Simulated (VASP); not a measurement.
The system is Mg3Te.

```xyz
4
Lattice="-2.1394 2.1394 5.2825 2.1394 -2.1394 5.2825 2.1394 2.1394 -5.2825" Properties=species:S:1:pos:R:3 pbc="T T T"
Te   -0.0061    0.0156    0.0051
Mg    2.1671   -0.0147    2.6670
Mg   -0.0189    2.1515    2.6494
Mg    0.0585   -0.0419    5.2926
```

Base run:

| Item | Value |
| --- | --- |
| Program | VASP 6.6.1 |
| Functional | PBE |
| Potentials or basis | VASP PAW PBE potentials, release 64 (Te, Mg) |
| Cutoff | 520 eV |
| k mesh | 5 × 5 × 6 |
| Occupations | gaussian, width 0.1 eV |
| Spin | no spin polarisation |

Its results: band gap on the k mesh zero (band 6 reaches 4.99 eV, above the bottom of band 7 at 3.57 eV); pressure 0.1 GPa; largest force 0.214 eV/Å.

Problem. The run is repeated on the same cell with these changes: functional from PBE to PBEsol; occupations from gaussian, width 0.1 eV to fermi-dirac, width 0.025 eV. What comes out?

Solution. Band gap on the k mesh zero (band 6 reaches 4.93 eV, above the bottom of band 7 at 3.50 eV); pressure -1.1 GPa; largest force 0.209 eV/Å.

Caveats: spin-orbit coupling is left out, which moves the levels of the heavy elements; the PAW data sets were made with another functional, which shifts forces and pressure a little (some runs).
